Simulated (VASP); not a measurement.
A run of VASP 6.6.1 is set up as follows.

The input INCAR:

```
  ALGO = Normal
  EDIFF = 1E-7
  ENCUT = 520
  GGA = CA
  ISIF = 2
  ISMEAR = 0
  LASPH = True
  LCHARG = False
  LREAL = False
  LWAVE = False
  NBANDS = 16
  NELM = 80
  PREC = Accurate
  SIGMA = 0.03
```

Contents of KPOINTS:

```
k-points
0
Gamma
  12 12 6
```

POSCAR

```
Si
1.0
    3.6607427577      0.0000000000      0.0000000000
   -1.8303713789      3.1702962248      0.0000000000
    0.0000000000      0.0000000000      6.7822581071
Si
4
Direct
    0.3333333333      0.6666666667      0.0439541821
    0.6666666667      0.3333333333      0.5439541821
    0.3333333333      0.6666666667      0.4560458179
    0.6666666667      0.3333333333      0.9560458179
```

Potentials or basis: VASP PAW LDA potentials, release 64 (Si).

Run with:

```bash
$ cat potpaw_LDA.64/Si/POTCAR > POTCAR
$ mpirun -np 1 vasp_std > vasp.out
```

Task: What does it give for the pressure?

Result: 8.1 GPa.

Task: What does it give for the largest force?

Result: 2.302 eV/Å.

Task: Estimate the band gap on the k mesh.

Result: 0.14 eV (least direct gap 0.18 eV).

Forces in eV/Å, atoms in the order of the input:
```
Si   0.000  0.000  2.302
Si   0.000  0.000  2.302
Si   0.000  0.000 -2.302
Si   0.000  0.000 -2.302
```

Caveat: the cell stands under pressure; forces of over 1 eV/Å act on the atoms, so gaps and moduli don't describe the material at rest. A k mesh can miss the band edges.
